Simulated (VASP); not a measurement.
# Ti (Fm-3m) in VASP: single point with LDA

Aim: the single point of Ti with LDA.

All numbers are computed with VASP 6.6.1; they aren't measurements. Logs are shortened: lines on timing, memory, paths and dates and some standing lists are left out, and cuts for length are marked.

## (1) The cell of the first run

It takes space group Fm-3m (No. 225, cubic). Conventional cell: a = 4.007 Å, b = 4.007 Å, c = 4.007 Å, α = 90.00°, β = 90.00°, γ = 90.00°. Within 3.7 Å of Ti (site symmetry m-3m) lie 12 Ti at 2.83 Å.

## (2) Single point, LDA

Input file INCAR:

```
PREC = Accurate
ENCUT = 520
EDIFF = 1E-6
ISMEAR = -1
SIGMA = 0.13605693000000002
LREAL = F
LASPH = T
NELM = 80
ALGO = Normal
ISIF = 2
LWAVE = F
LCHARG = T
LELF = T
LVHAR = T
NBANDS = 12
```

Input file KPOINTS:

```
Automatic mesh
0
Gamma
  14 14 14
```

Input file POSCAR:

```
Ti
1.0
    0.0000000000      2.0036599649      2.0036599649
    2.0036599649      0.0000000000      2.0036599649
    2.0036599649      2.0036599649      0.0000000000
Ti
1
Direct
    0.0000000000      0.0000000000      0.0000000000
```

Potentials or basis: VASP PAW LDA potentials, release 64 (Ti_sv).

The run is started by

```
$ cat potpaw_LDA.64/Ti_sv/POTCAR > POTCAR
$ mpirun -np 1 vasp_std > vasp.out
```

OUTCAR:

```text
PREC = Accurate
   ENCUT = 520
   EDIFF = 1E-6
   ISMEAR = -1
   LREAL = F
   LASPH = T
   NELM = 80
   ISIF = 2

 ion  position               nearest neighbor table
   1  0.000  0.000  0.000-

  LATTYP: Found a face centered cubic cell.
 ALAT       =     4.0073199298

  Lattice vectors:

 A1 = (   0.0000000000,   2.0036599649,   2.0036599649)
 A2 = (   2.0036599649,   0.0000000000,   2.0036599649)
 A3 = (   2.0036599649,   2.0036599649,   0.0000000000)

Analysis of symmetry for initial positions (statically):
=====================================================================
 Subroutine PRICEL returns:
 Original cell was already a primitive cell.

 Routine SETGRP: Setting up the symmetry group for a
 face centered cubic supercell.

 Subroutine GETGRP returns: Found 48 space group operations
 (whereof 48 operations were pure point group operations)
 out of a pool of 48 trial point group operations.

The static configuration has the point symmetry O_h .

Analysis of symmetry for dynamics (positions and initial velocities):
=====================================================================
 Subroutine PRICEL returns:
 Original cell was already a primitive cell.

 Routine SETGRP: Setting up the symmetry group for a
 face centered cubic supercell.

 Subroutine GETGRP returns: Found 48 space group operations
 (whereof 48 operations were pure point group operations)
 out of a pool of 48 trial point group operations.

The dynamic configuration has the point symmetry O_h .

 Subroutine INISYM returns: Found 48 space group operations
 (whereof 48 operations are pure point group operations),
 and found     1 'primitive' translations

----------------------------------------------------------------------------------------

                                     Primitive cell

  volume of cell :      16.0880

  direct lattice vectors                    reciprocal lattice vectors
     0.000000000  2.003659965  2.003659965    -0.249543340  0.249543340  0.249543340
     2.003659965  0.000000000  2.003659965     0.249543340 -0.249543340  0.249543340
     2.003659965  2.003659965  0.000000000     0.249543340  0.249543340 -0.249543340

  length of vectors
     2.833603097  2.833603097  2.833603097     0.432221744  0.432221744  0.432221744

  position of ions in fractional coordinates (direct lattice)
     0.000000000  0.000000000  0.000000000

  ion indices of the primitive-cell ions
   primitive index   ion index
[... 73 lines left out ...]
   EDIFF  = 0.1E-05   stopping-criterion for ELM
   LREAL  =      F    real-space projection
   EDIFFG = 0.1E-04   stopping-criterion for IOM
   NSW    =      0    number of steps for IOM
   IBRION =     -1    ionic relax: 0-MD 1-quasi-New 2-CG
   NFREE  =      0    steps in history (QN), initial steepest desc. (CG)
   ISIF   =      2    stress and relaxation
   ISYM   =      2    0-nonsym 1-usesym 2-fastsym
   POTIM  = 0.5000    time-step for ionic-motion
   TEBEG  =    0.0;   TEEND  =   0.0 temperature during run
   PSTRESS=    0.0 pullay stress
   NELECT =      12.0000    total number of electrons
   NUPDOWN=      -1.0000    fix difference up-down
   EMIN   =  10.00;   EMAX   =-10.00  energy-range for DOS
   EFERMI =   0.00;   METHOD = LEGACY
   ISMEAR =    -1;   SIGMA  =   0.14  broadening in eV -4-tet -1-fermi 0-gaus
   EFERMI_NEDOS =   21; number of points for ismear=-14 and -15
   IALGO  =     38    algorithm
   IMIX   =      4    mixing-type and parameters
     AMIX     =   0.40;   BMIX     =  1.00
     AMIX_MAG =   1.60;   BMIX_MAG =  1.00
  volume/ion in A,a.u.               =      16.09       108.57
  Fermi-wavevector in a.u.,A,eV,Ry     =   1.484686  2.805649 29.991213  2.204292
  Thomas-Fermi vector in A             =   2.598192
   LORBIT       =      0    0 simple, 1 ext, 2 COOP (PROOUT), +10 PAW based schemes
   GGA     = CA    functional components
   LHFCALC =     F    Hartree Fock is set to
   AEXX    =    0.0000 exact exchange contribution
   IVDW    =     0    specifies the selected vdW correction
   LEPSILON=     F    determine dielectric tensor
   LRPA    =     F    only Hartree local field effects (RPA)
 non-spin polarized calculation
  energy-cutoff  :      520.00
  volume of cell :       16.09
 maximum number of plane-waves:       444
 NGX is ok and might be reduce to    24
   NGX = 11   NGY = 11   NGZ = 11

 number of electron      11.9999999 magnetization

 Free energy of the ion-electron system (eV)
  ---------------------------------------------------
  ext. energy  EPLUGINS =         0.00000000
  ---------------------------------------------------
  free energy    TOTEN  =        -8.54750150 eV

  energy without entropy =       -8.45098176  energy(sigma->0) =       -8.49924163

 E-fermi :   8.8237     XC(G=0): -12.1546

 val. band max:        8.8226011077   @ k =  -0.4286   0.2857   0.1429
 cond. band min:       8.8262885538   @ k =   0.2857   0.0000   0.0000
 fundamental gap:      0.0036874461
 Fermi energy:         8.8237142227

 k-point     1 :       0.0000    0.0000    0.0000
  band No.  band energies     occupation
      1     -47.0705      2.00000
      2     -23.1957      2.00000
      3     -23.1957      2.00000
      4     -23.1957      2.00000
      5       2.6355      2.00000
      6       9.7146      0.00286
      7       9.7146      0.00286
      8       9.7146      0.00286
      9      11.5011      0.00000
     10      11.5011      0.00000
     11      24.5918      0.00000
     12      29.3637      0.00000
[... 331 lines left out ...]
 k-point    24 :       0.2857    0.1429    0.0000
  band No.  band energies     occupation
      1     -46.9668      2.00000
      2     -23.6401      2.00000
      3     -23.3116      2.00000
      4     -23.3031      2.00000
      5       4.8756      2.00000
      6       8.4795      1.85238
      7       9.8557      0.00102
      8      10.4210      0.00002
      9      11.2623      0.00000
     10      12.0631      0.00000
     11      23.2902      0.00000
     12      25.6797      0.00000

 [... further k-points ...]
[... 5 lines left out ...]
  --------------------------------------------------------------------------------------
  -------------------------------------------------------------------------------------
  Total       -0.0101262     -0.0101262     -0.0101262     -0.0000000     -0.0000000      0.0000000
  in kB       -1.0084495     -1.0084495     -1.0084495     -0.0000000     -0.0000000      0.0000000
  external PRESSURE =      -1.0084495 kB  Pullay stress =       0.0000000 kB

 VOLUME and BASIS-vectors are now :
 -----------------------------------------------------------------------------
  energy-cutoff  :      520.00
  volume of cell :       16.09
      direct lattice vectors                 reciprocal lattice vectors
     0.000000000  2.003659965  2.003659965    -0.249543340  0.249543340  0.249543340
     2.003659965  0.000000000  2.003659965     0.249543340 -0.249543340  0.249543340
     2.003659965  2.003659965  0.000000000     0.249543340  0.249543340 -0.249543340

 POSITION                                       TOTAL-FORCE (eV/Angst)
 -----------------------------------------------------------------------------------
      0.00000      0.00000      0.00000         0.000000     -0.000000      0.000000
 -----------------------------------------------------------------------------------
    total drift:                                0.000000     -0.000000     -0.000000

  FREE ENERGIE OF THE ION-ELECTRON SYSTEM (eV)
  ---------------------------------------------------
  free  energy   TOTEN  =        -8.5475015010 eV

  energy  without entropy=       -8.4509817625  energy(sigma->0) =       -8.49924163
```

stdout:

```text
POSCAR found type information on POSCAR Ti
 POSCAR found :  1 types and       1 ions
 scaLAPACK will be used
 LDA part: xc-table for (Slater(with rela. corr.)+CA(PZ))
 , standard interpolation
 POSCAR, INCAR and KPOINTS ok, starting setup
 FFT: planning ... GRIDC
 FFT: planning ... GRID_SOFT
 FFT: planning ... GRID
 WAVECAR not read
 entering main loop
```

Run time: 12 s. Hardware: 1 thread of Intel Xeon 6975P-C, shared host; peak memory 0.14 GiB.

Results:

```
Free energy            : -8.5475 eV
Pressure               : -0.1 GPa
Band gap on the k mesh : zero (band 6 reaches 9.71 eV, above the bottom of band 7 at 8.36 eV)
```
